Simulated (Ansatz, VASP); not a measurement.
## One calculation of C, two programs

```
CELL_PARAMETERS angstrom
2.46657 0.00000 0.00000
-1.23328 2.13611 0.00000
0.00000 0.00000 8.52674
ATOMIC_POSITIONS crystal
C 0.00000 0.00000 0.25000
C 0.00000 0.00000 0.75000
C 0.33333 0.66667 0.25000
C 0.66667 0.33333 0.75000
```

Alike in both runs: task single point; functional PBE; k mesh 15 × 15 × 4; occupations fermi-dirac, width 0.05 eV; no spin polarisation.

|  | VASP | Ansatz |
| --- | --- | --- |
| version | VASP 6.6.1 | Ansatz 0.2.0 |
| potentials or method | VASP PAW PBE potentials, release 64 (C), cutoff 520 eV | plane waves (600 eV) with PAW, scalar-relativistic |
| valence electrons in the cell | 16 | 16 |

```tsv
	VASP	Ansatz	Ansatz less VASP
pressure (GPa)	0.4	0.0	-0.35
traceless stress, the component that is largest in VASP (GPa)	-0.39	0.03	+0.420
```
